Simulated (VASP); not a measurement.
# Zn (Pm-3m) in VASP: further runs, part 3 of 3

VASP 6.6.1.

## (4) Single point, PBEsol

This run uses another cell than the first one, of 16.86 Å³/atom, 1.015 times its volume.

INCAR reads:

```
SYSTEM = Zn
PREC = Accurate
ENCUT = 500
EDIFF = 1E-6
ISMEAR = 0
SIGMA = 0.05
LREAL = .FALSE.
LASPH = .TRUE.
NELM = 120
ALGO = Normal
ISIF = 2
LWAVE = .FALSE.
LCHARG = .TRUE.
GGA = PS
LELF = .TRUE.
LVHAR = .TRUE.
NBANDS = 12
GGA_COMPAT = .FALSE.
```

KPOINTS reads:

```
Automatic mesh
0
G
  17 17 17
  0 0 0
```

POSCAR reads:

```
Zn
1.0
    2.5640866172      0.0000000000      0.0000000000
    0.0000000000      2.5640866172      0.0000000000
    0.0000000000      0.0000000000      2.5640866172
Zn
1
Direct
    0.0000000000      0.0000000000      0.0000000000
```

Potentials or basis: VASP PAW PBE potentials, release 64 (Zn).

Run with:

```bash
$ cat potpaw_PBE.64/Zn/POTCAR > POTCAR
$ mpirun -np 1 vasp_std > vasp.out
```

OUTCAR:

```text
SYSTEM = Zn
   PREC = Accurate
   ENCUT = 500
   EDIFF = 1E-6
   ISMEAR = 0
   LREAL = .FALSE.
   LASPH = .TRUE.
   NELM = 120
   ISIF = 2
   GGA = PS

 ion  position               nearest neighbor table
   1  0.000  0.000  0.000-

  LATTYP: Found a simple cubic cell.
 ALAT       =     2.5640866172

  Lattice vectors:

 A1 = (   2.5640866172,   0.0000000000,   0.0000000000)
 A2 = (   0.0000000000,   2.5640866172,   0.0000000000)
 A3 = (   0.0000000000,   0.0000000000,   2.5640866172)

Analysis of symmetry for initial positions (statically):
=====================================================================
 Subroutine PRICEL returns:
 Original cell was already a primitive cell.

 Routine SETGRP: Setting up the symmetry group for a
 simple cubic supercell.

 Subroutine GETGRP returns: Found 48 space group operations
 (whereof 48 operations were pure point group operations)
 out of a pool of 48 trial point group operations.

The static configuration has the point symmetry O_h .

Analysis of symmetry for dynamics (positions and initial velocities):
=====================================================================
 Subroutine PRICEL returns:
 Original cell was already a primitive cell.

 Routine SETGRP: Setting up the symmetry group for a
 simple cubic supercell.

 Subroutine GETGRP returns: Found 48 space group operations
 (whereof 48 operations were pure point group operations)
 out of a pool of 48 trial point group operations.

The dynamic configuration has the point symmetry O_h .

 Subroutine INISYM returns: Found 48 space group operations
 (whereof 48 operations are pure point group operations),
 and found     1 'primitive' translations

----------------------------------------------------------------------------------------

                                     Primitive cell

  volume of cell :      16.8577

  direct lattice vectors                    reciprocal lattice vectors
     2.564086617  0.000000000  0.000000000     0.390002426  0.000000000  0.000000000
[... 108 lines left out ...]
   LORBIT       =      0    0 simple, 1 ext, 2 COOP (PROOUT), +10 PAW based schemes
   GGA     = PS    functional components
   LHFCALC =     F    Hartree Fock is set to
   AEXX    =    0.0000 exact exchange contribution
   IVDW    =     0    specifies the selected vdW correction
   LEPSILON=     F    determine dielectric tensor
   LRPA    =     F    only Hartree local field effects (RPA)
 non-spin polarized calculation
 Gauss-broadening in eV      SIGMA  =   0.05
  energy-cutoff  :      500.00
  volume of cell :       16.86
 maximum number of plane-waves:       449
 NGX is ok and might be reduce to    20
   NGX =  9   NGY =  9   NGZ =  9

 number of electron      11.9999979 magnetization

 Free energy of the ion-electron system (eV)
  ---------------------------------------------------
  ext. energy  EPLUGINS =         0.00000000
  ---------------------------------------------------
  free energy    TOTEN  =        -1.29521276 eV

  energy without entropy =       -1.29464601  energy(sigma->0) =       -1.29492939

 E-fermi :   2.0298     XC(G=0): -11.1074

 val. band max:        2.0186062805   @ k =   0.4706   0.2941   0.2941
 cond. band min:       2.0312071765   @ k =   0.4118   0.1176   0.1176
 fundamental gap:      0.0126008960
 Fermi energy:         2.0297882866

 k-point     1 :       0.0000    0.0000    0.0000
  band No.  band energies     occupation
      1      -7.4357      2.00000
      2      -6.0414      2.00000
      3      -6.0414      2.00000
      4      -4.7128      2.00000
      5      -4.7128      2.00000
      6      -4.7128      2.00000
      7      14.8881      0.00000
      8      14.8881      0.00000
      9      14.8881      0.00000
     10      17.8562      0.00000
     11      17.8562      0.00000
     12      20.8805      0.00000
[... 331 lines left out ...]
 k-point    24 :       0.4706    0.1176    0.0000
  band No.  band energies     occupation
      1      -5.8602      2.00000
      2      -5.6606      2.00000
      3      -5.2561      2.00000
      4      -5.0879      2.00000
      5      -4.7268      2.00000
      6      -1.2960      2.00000
      7       0.1353      2.00000
      8      16.2170      0.00000
      9      18.2930      0.00000
     10      20.0265      0.00000
     11      22.3075      0.00000
     12      24.1790      0.00000

 [... further k-points ...]
[... 5 lines left out ...]
  --------------------------------------------------------------------------------------
  -------------------------------------------------------------------------------------
  Total        0.0446277      0.0446277      0.0446277     -0.0000000      0.0000000      0.0000000
  in kB        4.2414779      4.2414779      4.2414779     -0.0000000      0.0000000      0.0000000
  external PRESSURE =       4.2414779 kB  Pullay stress =       0.0000000 kB

 VOLUME and BASIS-vectors are now :
 -----------------------------------------------------------------------------
  energy-cutoff  :      500.00
  volume of cell :       16.86
      direct lattice vectors                 reciprocal lattice vectors
     2.564086617  0.000000000  0.000000000     0.390002426  0.000000000  0.000000000
     0.000000000  2.564086617  0.000000000     0.000000000  0.390002426  0.000000000
     0.000000000  0.000000000  2.564086617     0.000000000  0.000000000  0.390002426

 POSITION                                       TOTAL-FORCE (eV/Angst)
 -----------------------------------------------------------------------------------
      0.00000      0.00000      0.00000         0.000000      0.000000      0.000000
 -----------------------------------------------------------------------------------
    total drift:                                0.000000      0.000000      0.000000

  FREE ENERGIE OF THE ION-ELECTRON SYSTEM (eV)
  ---------------------------------------------------
  free  energy   TOTEN  =        -1.2952127637 eV

  energy  without entropy=       -1.2946460083  energy(sigma->0) =       -1.29492939
```

OSZICAR:

```text
N       E                     dE             d eps       ncg     rms          rms(c)
DAV:   1     0.420346193051E+02    0.42035E+02   -0.63210E+03  4108   0.148E+03
DAV:   2    -0.394531943630E-01   -0.42074E+02   -0.40048E+02  4104   0.210E+02
DAV:   3    -0.141674891649E+01   -0.13773E+01   -0.13753E+01  4584   0.377E+01
DAV:   4    -0.142044273350E+01   -0.36938E-02   -0.36936E-02  4328   0.194E+00
DAV:   5    -0.142044596145E+01   -0.32279E-05   -0.32279E-05  4548   0.554E-02    0.251E+00
DAV:   6    -0.130441641696E+01    0.11603E+00   -0.64138E-01  4716   0.158E+01    0.179E+00
DAV:   7    -0.129809885169E+01    0.63176E-02   -0.13908E-02  4348   0.223E+00    0.904E-01
DAV:   8    -0.129522460432E+01    0.28742E-02   -0.13243E-03  4960   0.426E-01    0.260E-02
DAV:   9    -0.129521196036E+01    0.12644E-04   -0.99081E-05  5816   0.145E-01    0.192E-02
DAV:  10    -0.129521276368E+01   -0.80332E-06   -0.52166E-06  4184   0.320E-02
   1 F= -.12952128E+01 E0= -.12949294E+01  d E =-.566755E-03
```

stdout:

```text
POSCAR found type information on POSCAR Zn
 POSCAR found :  1 types and       1 ions
 scaLAPACK will be used
 -----------------------------------------------------------------------------
|                                                                             |
|                                                                             |
|     You enforced a specific xc type in the INCAR file but a different       |
|     I HOPE YOU KNOW WHAT YOU ARE DOING!                                     |
|                                                                             |
 -----------------------------------------------------------------------------

 LDA part: xc-table for (Slater+PW92), standard interpolation
 POSCAR, INCAR and KPOINTS ok, starting setup
 FFT: planning ... GRIDC
 FFT: planning ... GRID_SOFT
 FFT: planning ... GRID
 WAVECAR not read
 entering main loop
```

Run time: 16 s. Hardware: 1 thread of Intel Xeon 6975P-C (Granite Rapids), shared host; peak memory 0.14 GiB.

Results:

```
Free energy            : -1.2952 eV
Pressure               : 0.4 GPa
Band gap on the k mesh : zero (band 6 reaches 7.27 eV, above the bottom of band 7 at -0.16 eV)
```

Caveat: the PAW data sets were made with another functional, which shifts forces and pressure a little.

## (5) Single point, PBEsol

This run uses another cell than the first one, of 17.11 Å³/atom, 1.030 times its volume.

INCAR reads:

```
ALGO = Normal
EDIFF = 1E-6
ENCUT = 500
GGA = PS
GGA_COMPAT = F
ISIF = 2
ISMEAR = 0
LASPH = T
LCHARG = F
LREAL = F
LWAVE = F
NBANDS = 12
NELM = 120
PREC = Accurate
SIGMA = 0.05
```

KPOINTS reads:

```
k-points
0
Gamma
  17 17 17
```

POSCAR reads:

```
Zn
1.0
    2.5768434770      0.0000000000      0.0000000000
    0.0000000000      2.5768434770      0.0000000000
    0.0000000000      0.0000000000      2.5768434770
Zn
1
Direct
    0.0000000000      0.0000000000      0.0000000000
```

Potentials or basis: VASP PAW PBE potentials, release 64 (Zn).

Run with:

```bash
$ cat potpaw_PBE.64/Zn/POTCAR > POTCAR
$ mpirun -np 1 vasp_std > vasp.out
```

OUTCAR:

```text
EDIFF = 1E-6
   ENCUT = 500
   GGA = PS
   ISIF = 2
   ISMEAR = 0
   LASPH = T
   LREAL = F
   NELM = 120
   PREC = Accurate

 ion  position               nearest neighbor table
   1  0.000  0.000  0.000-

  LATTYP: Found a simple cubic cell.
 ALAT       =     2.5768434770

  Lattice vectors:

 A1 = (   2.5768434770,   0.0000000000,   0.0000000000)
 A2 = (   0.0000000000,   2.5768434770,   0.0000000000)
 A3 = (   0.0000000000,   0.0000000000,   2.5768434770)

Analysis of symmetry for initial positions (statically):
[... 531 lines left out ...]
      6      -1.3593      2.00000
      7       0.0596      2.00000
      8      15.9657      0.00000
      9      18.0720      0.00000
     10      19.7264      0.00000
     11      22.0625      0.00000
     12      23.9005      0.00000

 [... further k-points ...]
[... 5 lines left out ...]
  --------------------------------------------------------------------------------------
  -------------------------------------------------------------------------------------
  Total       -0.0502119     -0.0502119     -0.0502119     -0.0000000     -0.0000000      0.0000000
  in kB       -4.7016781     -4.7016781     -4.7016781     -0.0000000     -0.0000000      0.0000000
  external PRESSURE =      -4.7016781 kB  Pullay stress =       0.0000000 kB

 VOLUME and BASIS-vectors are now :
 -----------------------------------------------------------------------------
  energy-cutoff  :      500.00
  volume of cell :       17.11
      direct lattice vectors                 reciprocal lattice vectors
     2.576843477  0.000000000  0.000000000     0.388071689  0.000000000  0.000000000
     0.000000000  2.576843477  0.000000000     0.000000000  0.388071689  0.000000000
     0.000000000  0.000000000  2.576843477     0.000000000  0.000000000  0.388071689

 POSITION                                       TOTAL-FORCE (eV/Angst)
 -----------------------------------------------------------------------------------
      0.00000      0.00000      0.00000         0.000000      0.000000      0.000000
 -----------------------------------------------------------------------------------
    total drift:                                0.000000      0.000000      0.000000

  FREE ENERGIE OF THE ION-ELECTRON SYSTEM (eV)
  ---------------------------------------------------
  free  energy   TOTEN  =        -1.2949805773 eV

  energy  without entropy=       -1.2944814719  energy(sigma->0) =       -1.29473102
```

Wall time 16 s (1 thread of Intel Xeon 6975P-C (Granite Rapids), shared host); peak memory 0.15 GiB.

Results:

```
Free energy            : -1.2950 eV
Pressure               : -0.5 GPa
Band gap on the k mesh : zero (band 6 reaches 7.12 eV, above the bottom of band 7 at -0.24 eV)
```

Caveat: the PAW data sets were made with another functional, which shifts forces and pressure a little.

## (6) Overview

| cell | gap on the mesh (eV) | pressure (GPa) |
| --- | --- | --- |
| a = 2.551 Å, 1 atom | none | 1.4 |
| a = 2.564 Å, 1 atom | none | 0.4 |
| a = 2.577 Å, 1 atom | none | -0.5 |

Alike in all rows: task single point; level PBEsol; potentials or basis VASP PAW PBE potentials, release 64 (Zn); no spin polarisation; k mesh 17 × 17 × 17; cutoff (eV) 500; smearing gaussian 0.05 eV.

Caveats: the PAW data sets were made with another functional, which shifts forces and pressure a little.

Total energies depend on the potentials used, so only differences within one code and one set of settings carry meaning.
